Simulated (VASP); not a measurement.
Write the native input for VASP 6.6.1 that does the following.

```
Task                   : single point
Functional             : LDA
Potentials or basis    : VASP PAW LDA potentials, release 64 (Cs_sv, Cd, Cl)
Cutoff                 : 520 eV
k mesh                 : 6 × 6 × 6
Occupations            : gaussian, width 0.02 eV
Spin                   : no spin polarisation
Dipole correction      : no
Further INCAR settings : ALGO = Normal; EDIFF = 1e-06; NBANDS = 29
```

The structure of CsCdCl3 lies in POSCAR:

```
CsCdCl3
1.0
    5.0099292074      0.0000000000      0.0000000000
    0.0000000000      5.0099292074      0.0000000000
    0.0000000000      0.0000000000      5.1735187325
Cs Cd Cl
1 1 3
Direct
    0.0000000000      0.0000000000      0.0000000000
    0.5000000000      0.5000000000      0.5000000000
    0.0000000000      0.5000000000      0.5000000000
    0.5000000000      0.0000000000      0.5000000000
    0.5000000000      0.5000000000      0.0000000000
```

This cell differs from its parent crystal: biaxial strain in the a-b plane: -2.0 %.

These files were run (other wordings do the same):

INCAR

```
SYSTEM = CsCdCl3
ALGO     = Normal         ! electronic algorithm
EDIFF    = 1E-6           ! SCF threshold, eV
ENCUT    = 520            ! plane-wave cutoff, eV
ISIF     = 2              ! what is computed and relaxed
ISMEAR   = 0              ! smearing method
LASPH    = .TRUE.         ! aspherical terms in the spheres
LCHARG   = .TRUE.         ! write CHGCAR
LELF     = .TRUE.         ! ELF
LREAL    = .FALSE.        ! projectors in reciprocal space
LVHAR    = .TRUE.       
LWAVE    = .FALSE.        ! write WAVECAR
NBANDS   = 29             ! bands
NELM     = 60             ! most SCF steps
PREC     = Accurate       ! precision mode
SIGMA    = 0.02           ! smearing width, eV
```

KPOINTS

```
k-points
0
G
  6 6 6
  0 0 0
```

Potentials or basis: VASP PAW LDA potentials, release 64 (Cs_sv, Cd, Cl).

The run is started by

```bash
$ cat potpaw_LDA.64/Cs_sv/POTCAR potpaw_LDA.64/Cd/POTCAR potpaw_LDA.64/Cl/POTCAR > POTCAR
$ mpirun -np 1 vasp_std > vasp.out
```

Results of the run:

- Pressure: 1.7 GPa
- Band gap on the k mesh: 1.58 eV (least direct gap 2.47 eV)

Caveat: the cell differs from its parent crystal (biaxial strain in the a-b plane: -2.0 %); spin-orbit coupling is left out, which moves the levels of the heavy elements.

Wall time 3.2 min on 1 thread of Oxide Virtual Turin-like Processor (shared host), peak memory 0.26 GiB.
